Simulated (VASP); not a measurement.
# MgO (Fm-3m) in VASP: single point with PBE+D4

Aim: the single point of MgO with PBE+D4.

Program: VASP 6.6.1. These are calculated values, not measurements. Logs are shortened: lines on timing, memory, paths and dates and some standing lists are left out, and cuts for length are marked.

## 1. The cell of the first run

It takes space group Fm-3m (No. 225, cubic). Conventional cell: a = 4.226 Å, b = 4.226 Å, c = 4.226 Å, α = 90.00°, β = 90.00°, γ = 90.00°. Within 2.8 Å of Mg (site symmetry m-3m) lie 6 O at 2.11 Å. O (site symmetry m-3m) has 6 Mg at 2.11 Å within 2.8 Å.

## 2. Single point, PBE+D4

Input file INCAR:

```
PREC     = Accurate       # precision mode
ENCUT    = 840            # plane-wave cutoff, eV
EDIFF    = 1E-6           # SCF threshold, eV
ISMEAR   = 0              # smearing method
SIGMA    = 0.01           # smearing width, eV
LREAL    = False          # projectors in reciprocal space
LASPH    = True           # aspherical terms in the spheres
NELM     = 120            # most SCF steps
ALGO     = Normal         # electronic algorithm
ISIF     = 2              # what is computed and relaxed
LWAVE    = False          # write WAVECAR
LCHARG   = True           # write CHGCAR
GGA      = PE             # functional
IVDW     = 13             # dispersion correction
LELF     = True           # ELF
LVHAR    = True         
NBANDS   = 15             # bands
GGA_COMPAT= False
```

Input file KPOINTS:

```
regular mesh
0
Gamma
  5 5 5
```

Input file POSCAR:

```
MgO
1.0
    0.0000000000      2.1127841431      2.1127841431
    2.1127841431      0.0000000000      2.1127841431
    2.1127841431      2.1127841431      0.0000000000
Mg O
1 1
Direct
    0.0000000000      0.0000000000      0.0000000000
    0.5000000000      0.5000000000      0.5000000000
```

Potentials or basis: VASP PAW PBE potentials, release 64 (Mg_sv, O).

Run with:

```
$ cat potpaw_PBE.64/Mg_sv/POTCAR potpaw_PBE.64/O/POTCAR > POTCAR
$ mpirun -np 1 vasp_std > vasp.out
```

OUTCAR:

```text
PREC = Accurate
   ENCUT = 840
   EDIFF = 1E-6
   ISMEAR = 0
   LREAL = False
   LASPH = True
   NELM = 120
   ISIF = 2
   GGA = PE
   IVDW = 13

 ion  position               nearest neighbor table
   1  0.000  0.000  0.000-   2 2.11   2 2.11   2 2.11   2 2.11   2 2.11   2 2.11
   2  0.500  0.500  0.500-   1 2.11   1 2.11   1 2.11   1 2.11   1 2.11   1 2.11

  LATTYP: Found a face centered cubic cell.
 ALAT       =     4.2255682862

  Lattice vectors:

 A1 = (   0.0000000000,   2.1127841431,   2.1127841431)
 A2 = (   2.1127841431,   0.0000000000,   2.1127841431)
 A3 = (   2.1127841431,   2.1127841431,   0.0000000000)

Analysis of symmetry for initial positions (statically):
=====================================================================
 Subroutine PRICEL returns:
 Original cell was already a primitive cell.

 Routine SETGRP: Setting up the symmetry group for a
 face centered cubic supercell.

 Subroutine GETGRP returns: Found 48 space group operations
 (whereof 48 operations were pure point group operations)
 out of a pool of 48 trial point group operations.

The static configuration has the point symmetry O_h .

Analysis of symmetry for dynamics (positions and initial velocities):
=====================================================================
 Subroutine PRICEL returns:
 Original cell was already a primitive cell.

 Routine SETGRP: Setting up the symmetry group for a
 face centered cubic supercell.

 Subroutine GETGRP returns: Found 48 space group operations
 (whereof 48 operations were pure point group operations)
 out of a pool of 48 trial point group operations.

The dynamic configuration has the point symmetry O_h .

 Subroutine INISYM returns: Found 48 space group operations
 (whereof 48 operations are pure point group operations),
 and found     1 'primitive' translations

----------------------------------------------------------------------------------------

                                     Primitive cell

  volume of cell :      18.8623

  direct lattice vectors                    reciprocal lattice vectors
     0.000000000  2.112784143  2.112784143    -0.236654559  0.236654559  0.236654559
     2.112784143  0.000000000  2.112784143     0.236654559 -0.236654559  0.236654559
     2.112784143  2.112784143  0.000000000     0.236654559  0.236654559 -0.236654559

  length of vectors
     2.987927990  2.987927990  2.987927990     0.409897720  0.409897720  0.409897720

  position of ions in fractional coordinates (direct lattice)
     0.000000000  0.000000000  0.000000000
     0.500000000  0.500000000  0.500000000

  ion indices of the primitive-cell ions
   primitive index   ion index
                 1           1
                 2           2

----------------------------------------------------------------------------------------

 KPOINTS: regular mesh

Automatic generation of k-mesh.
 Grid dimensions read from file:
 generate k-points for:    5    5    5

 Generating k-lattice:

  Cartesian coordinates                     Fractional coordinates (reciprocal lattice)
    -0.047330912  0.047330912  0.047330912     0.200000000  0.000000000  0.000000000
     0.047330912 -0.047330912  0.047330912     0.000000000  0.200000000  0.000000000
     0.047330912  0.047330912 -0.047330912     0.000000000  0.000000000  0.200000000

  Length of vectors
     0.081979544  0.081979544  0.081979544

  Shift w.r.t. Gamma in fractional coordinates (k-lattice)
     0.000000000  0.000000000  0.000000000

 Subroutine IBZKPT returns following result:
 ===========================================

 Found     10 irreducible k-points:

 Following reciprocal coordinates:
            Coordinates               Weight
  0.000000  0.000000  0.000000      1.000000
  0.200000  0.000000  0.000000      8.000000
  0.400000  0.000000  0.000000      8.000000
  0.200000  0.200000  0.000000      6.000000
  0.400000  0.200000  0.000000     24.000000
 -0.400000  0.200000  0.000000     24.000000
 -0.200000  0.200000  0.000000     12.000000
  0.400000  0.400000  0.000000      6.000000
 -0.400000  0.400000  0.000000     12.000000
 -0.400000  0.400000  0.200000     24.000000
   k-points           NKPTS =     10   k-points in BZ     NKDIM =     10   number of bands    NBANDS=     15
   number of dos      NEDOS =    301   number of ions     NIONS =      2
   total plane-waves  NPLWV =  21952
   dimension x,y,z NGX =    28 NGY =   28 NGZ =   28
   dimension x,y,z NGXF=    56 NGYF=   56 NGZF=   56
   ions per type =               1   1
   NGX,Y,Z   is equivalent  to a cutoff of  15.58, 15.58, 15.58 a.u.
   NGXF,Y,Z  is equivalent  to a cutoff of  31.16, 31.16, 31.16 a.u.
 SYSTEM =  unknown system
   PREC   = accura    normal or accurate (medium, high low for compatibility)
   ISTART =      0    job   : 0-new  1-cont  2-samecut
   ICHARG =      2    charge: 1-file 2-atom 10-const
   ISPIN  =      1    spin polarized calculation?
   LNONCOLLINEAR =      F non collinear calculations
   LSORBIT =      F    spin-orbit coupling
   LASPH  =      T    aspherical Exc in radial PAW
   ENCUT  =  840.0 eV  61.74 Ry    7.86 a.u.   7.06  7.06  7.06*2*pi/ulx,y,z
   NELM   =    120;   NELMIN=  2; NELMDL= -5     # of ELM steps
   EDIFF  = 0.1E-05   stopping-criterion for ELM
   LREAL  =      F    real-space projection
   EDIFFG = 0.1E-04   stopping-criterion for IOM
   NSW    =      0    number of steps for IOM
   IBRION =     -1    ionic relax: 0-MD 1-quasi-New 2-CG
   NFREE  =      0    steps in history (QN), initial steepest desc. (CG)
   ISIF   =      2    stress and relaxation
   ISYM   =      2    0-nonsym 1-usesym 2-fastsym
   POTIM  = 0.5000    time-step for ionic-motion
   TEBEG  =    0.0;   TEEND  =   0.0 temperature during run
   PSTRESS=    0.0 pullay stress
   NELECT =      16.0000    total number of electrons
   NUPDOWN=      -1.0000    fix difference up-down
   EMIN   =  10.00;   EMAX   =-10.00  energy-range for DOS
   EFERMI =   0.00;   METHOD = LEGACY
   ISMEAR =     0;   SIGMA  =   0.01  broadening in eV -4-tet -1-fermi 0-gaus
   EFERMI_NEDOS =   21; number of points for ismear=-14 and -15
   IALGO  =     38    algorithm
   IMIX   =      4    mixing-type and parameters
     AMIX     =   0.40;   BMIX     =  1.00
     AMIX_MAG =   1.60;   BMIX_MAG =  1.00
  volume/ion in A,a.u.               =       9.43        63.64
  Fermi-wavevector in a.u.,A,eV,Ry     =   1.549707  2.928522 32.675655  2.401593
  Thomas-Fermi vector in A             =   2.654476
   LORBIT       =      0    0 simple, 1 ext, 2 COOP (PROOUT), +10 PAW based schemes
   GGA     = PE    functional components
   LHFCALC =     F    Hartree Fock is set to
   AEXX    =    0.0000 exact exchange contribution
   IVDW    =    13    specifies the selected vdW correction
   LEPSILON=     F    determine dielectric tensor
   LRPA    =     F    only Hartree local field effects (RPA)
 non-spin polarized calculation
 Gauss-broadening in eV      SIGMA  =   0.01
  energy-cutoff  :      840.00
  volume of cell :       18.86
 maximum number of plane-waves:      1055
   NGX = 15   NGY = 15   NGZ = 15

 number of electron      15.9999996 magnetization

 Free energy of the ion-electron system (eV)
  ---------------------------------------------------
  ext. energy  EPLUGINS =         0.00000000
  ---------------------------------------------------
  free energy    TOTEN  =       -11.87777306 eV

  energy without entropy =      -11.87777306  energy(sigma->0) =      -11.87777306

 E-fermi :   3.0810     XC(G=0): -11.3422

 val. band max:        2.8499366671   @ k =   0.0000   0.0000   0.0000
 cond. band min:       7.4954611640   @ k =   0.0000   0.0000   0.0000
 fundamental gap:      4.6455244969
 Fermi energy:         3.0809657362

 k-point     1 :       0.0000    0.0000    0.0000
  band No.  band energies     occupation
      1     -69.4558      2.00000
      2     -36.1817      2.00000
      3     -36.1817      2.00000
      4     -36.1817      2.00000
      5     -14.3504      2.00000
      6       2.8499      2.00000
      7       2.8499      2.00000
      8       2.8499      2.00000
      9       7.4955      0.00000
     10      18.5987      0.00000
     11      18.5987      0.00000
     12      18.5987      0.00000
     13      22.4868      0.00000
     14      24.2563      0.00000
     15      24.2563      0.00000

 k-point     2 :       0.2000    0.0000    0.0000
  band No.  band energies     occupation
      1     -69.4530      2.00000
      2     -36.2107      2.00000
      3     -36.1847      2.00000
      4     -36.1847      2.00000
      5     -13.9506      2.00000
      6       0.8919      2.00000
      7       2.6146      2.00000
      8       2.6146      2.00000
      9       9.3210      0.00000
     10      15.8376      0.00000
     11      19.3100      0.00000
     12      19.3100      0.00000
     13      22.8322      0.00000
     14      22.8322      0.00000
     15      25.0053      0.00000

 k-point     3 :       0.4000    0.0000    0.0000
  band No.  band energies     occupation
      1     -69.4484      2.00000
      2     -36.2572      2.00000
      3     -36.1895      2.00000
      4     -36.1895      2.00000
      5     -13.2056      2.00000
      6      -1.3665      2.00000
      7       2.2624      2.00000
      8       2.2624      2.00000
      9      10.6380      0.00000
     10      15.1999      0.00000
     11      19.1952      0.00000
     12      19.1952      0.00000
     13      23.8516      0.00000
     14      24.5111      0.00000
     15      24.5111      0.00000
[... 91 lines left out ...]
 k-point     9 :      -0.4000    0.4000    0.0000
  band No.  band energies     occupation
      1     -69.4449      2.00000
      2     -36.2443      2.00000
      3     -36.2223      2.00000
      4     -36.2051      2.00000
      5     -12.8185      2.00000
      6      -0.7902      2.00000
      7       0.5422      2.00000
      8       1.6536      2.00000
      9      12.6840      0.00000
     10      14.0168      0.00000
     11      15.4745      0.00000
     12      21.0230      0.00000
     13      21.0962      0.00000
     14      29.1075      0.00000
     15      29.3868      0.00000

 k-point    10 :      -0.4000    0.4000    0.2000
  band No.  band energies     occupation
      1     -69.4456      2.00000
      2     -36.2405      2.00000
      3     -36.2212      2.00000
      4     -36.2045      2.00000
      5     -12.8756      2.00000
      6      -0.5915      2.00000
      7       0.5134      2.00000
      8       1.4859      2.00000
      9      13.8339      0.00000
     10      13.9478      0.00000
     11      15.4460      0.00000
     12      19.2492      0.00000
     13      23.2579      0.00000
     14      25.3720      0.00000
     15      30.1484      0.00000

------------------------ aborting loop because EDIFF is reached ----------------------------------------

  DFT-D4 for vdW energy calculation

  Edisp (eV):   -0.32795

  FORCE on cell =-STRESS in cart. coord.  units (eV):
  Direction    XX          YY          ZZ          XY          YZ          ZX
  --------------------------------------------------------------------------------------
  -------------------------------------------------------------------------------------
  Total       0.01142     0.01142     0.01142     0.00000     0.00000     0.00000
  in kB       0.96975     0.96975     0.96975     0.00000     0.00000     0.00000
  external pressure =        0.97 kB  Pullay stress =        0.00 kB

 VOLUME and BASIS-vectors are now :
 -----------------------------------------------------------------------------
  energy-cutoff  :      840.00
  volume of cell :       18.86
      direct lattice vectors                 reciprocal lattice vectors
     0.000000000  2.112784143  2.112784143    -0.236654559  0.236654559  0.236654559
     2.112784143  0.000000000  2.112784143     0.236654559 -0.236654559  0.236654559
     2.112784143  2.112784143  0.000000000     0.236654559  0.236654559 -0.236654559

 POSITION                                       TOTAL-FORCE (eV/Angst)
 -----------------------------------------------------------------------------------
      0.00000      0.00000      0.00000        -0.000000      0.000000      0.000000
      2.11278      2.11278      2.11278         0.000000     -0.000000     -0.000000
 -----------------------------------------------------------------------------------
    total drift:                                0.000000      0.000000      0.000000

  FREE ENERGIE OF THE ION-ELECTRON SYSTEM (eV)
  ---------------------------------------------------
  free  energy   TOTEN  =       -12.2057187734 eV

  energy  without entropy=      -12.2057187734  energy(sigma->0) =      -12.20571877
```

It took 16 s on 1 thread of Intel Xeon Platinum 8375C at 2.90GHz (Ice Lake), shared host; peak memory 0.15 GiB.

Results:

```yaml
Free_energy: -12.2057 eV
Pressure: 0.1 GPa
Band_gap_on_the_k_mesh: 4.65 eV
Dispersion_energy_per_atom: -0.164 eV
```

Levels at points of the mesh, in eV from the valence-band top:
```tsv
k point	band 4	band 5	band 6	band 7	band 8	band 9	band 10	band 11	band 12	band 13
(0.00, 0.00, 0.00)	-39.03	-17.20	0.00	0.00	0.00	4.65	15.75	15.75	15.75	19.64
```

Caveat: the k points lie up to 0.52 Å⁻¹ apart.
